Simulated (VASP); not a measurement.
Set up this calculation in VASP 6.6.1, as the native input.

| Quantity | Value |
| --- | --- |
| Task | single point |
| Functional | PBEsol |
| Potentials or basis | VASP PAW PBE potentials, release 64 (Cr_pv) |
| Cutoff | 520 eV |
| k mesh | 6 × 6 × 4 |
| Occupations | gaussian, width 0.1 eV |
| Spin | collinear spin, ferromagnetic start |
| Starting moments | [3.0, 3.0] μB |
| Dipole correction | no |
| Further INCAR settings | ALGO = Normal; EDIFF = 1e-06; NBANDS = 23 |

The structure of Cr lies in POSCAR:

```
Cr
1.0
    2.7140000000      0.0000000000      0.0000000000
   -1.3570000000      2.3503929459      0.0000000000
    0.0000000000      0.0000000000      4.4100000000
Cr
2
Direct
    0.3333333333      0.6666666667      0.2500000000
    0.6666666667      0.3333333333      0.7500000000
```

This isn't the form of Cr at room conditions, which is bcc.

The input as run:

INCAR

```
SYSTEM = Cr
PREC = Accurate ; ENCUT = 520
EDIFF = 1E-6 ; ISMEAR = 0
SIGMA = 0.1 ; LREAL = .False.
LASPH = .True. ; NELM = 150
ALGO = Normal ; ISIF = 2
LWAVE = .False. ; LCHARG = .True.
ISPIN = 2 ; MAGMOM = 3 3
LORBIT = 11 ; LMAXMIX = 4
GGA = PS ; LELF = .True.
LVHAR = .True. ; NBANDS = 23
```

KPOINTS

```
regular mesh
0
Gamma
  6 6 4
  0 0 0
```

Potentials or basis: VASP PAW PBE potentials, release 64 (Cr_pv).

The run is started by

```console
$ cat potpaw_PBE.64/Cr_pv/POTCAR > POTCAR
$ mpirun -np 1 vasp_std > vasp.out
```

It gave:

```yaml
Pressure: -31.4 GPa
Net_moment: 1.94 μB per cell
Site_moments: Cr +0.90 μB
Valence_electrons_inside_the_program's_atomic_spheres: Cr 10.71
```

Caveat: the k points lie up to 0.45 Å⁻¹ apart; an empty level that is flat over the whole mesh can mark a ghost state of the potentials, or a narrow d or f band; the PAW data sets were made with another functional, which shifts forces and pressure a little.

It took 28 s on 1 thread of Intel Xeon 8259CL, with other jobs on the host, peak memory 0.16 GiB.
